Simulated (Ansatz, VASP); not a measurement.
## Ga: VASP beside Ansatz

INCAR

```
PREC     = Accurate       # precision mode
ENCUT    = 520            # plane-wave cutoff, eV
EDIFF    = 1E-8           # SCF threshold, eV
ISMEAR   = -1             # smearing method
SIGMA    = 0.05           # smearing width, eV
LREAL    = False          # projectors in reciprocal space
LASPH    = True           # aspherical terms in the spheres
NELM     = 60             # most SCF steps
ALGO     = Normal         # electronic algorithm
ISIF     = 2              # what is computed and relaxed
LWAVE    = False          # write WAVECAR
LCHARG   = False          # write CHGCAR
LEFG     = True         
NBANDS   = 12             # bands
```

Contents of KPOINTS:

```
regular mesh
0
Gamma
  18 18 18
```

POSCAR

```
Ga
1.0
   -1.4070978150      1.4070978150      2.3491194872
    1.4070978150     -1.4070978150      2.3491194872
    1.4070978150      1.4070978150     -2.3491194872
Ga
1
Direct
    0.0000000000      0.0000000000      0.0000000000
```

Input for Ansatz:

```yaml
crystal:
  lattice:
    - [-1.407097815, 1.407097815, 2.3491194872]
    - [1.407097815, -1.407097815, 2.3491194872]
    - [1.407097815, 1.407097815, -2.3491194872]
  atoms:
    - { symbol: Ga, position: [0.0, 0.0, 0.0] }
kpoints:
  mp_grid: { grid: [18, 18, 18] }
scf:
  occupations: { method: fermi_dirac, width: 0.05 }
hamiltonian:
  xc: lda
  pseudopotentials: { kind: all_electron, datasets: crystal }
output:
  forces: true
  stress: true
  eigenvalues: true
  efg: { contact_densities: true }
```

Change from the starting cell: volume scaled by 1.05, crystal datasets.

Alike in both runs: task electric field gradients; functional LDA; k mesh 18 × 18 × 18; occupations fermi-dirac, width 0.05 eV; no spin polarisation.

|  | VASP | Ansatz |
| --- | --- | --- |
| version | VASP 6.6.1 | Ansatz 0.2.0 |
| potentials or method | VASP PAW LDA potentials, release 64 (Ga_d), cutoff 520 eV | all-electron PAW with datasets made for the crystal, scalar-relativistic |

VASP gave:

* pressure (GPa): -4.2
* traceless stress, the component that is largest in VASP (GPa): -0.75
* size of Vzz on the site where it differs most (V/Å²): 28.3

Task: What did Ansatz give for the same quantities?

Result: Pressure (GPa): -4.3; traceless stress, the component that is largest in VASP (GPa): -0.73; size of Vzz on the site where it differs most (V/Å²): 29.2.

LDA's correlation is that of Perdew and Zunger in VASP and of Perdew and Wang (1992) in Ansatz. Ansatz ran all-electron here, and VASP with PAW potentials.
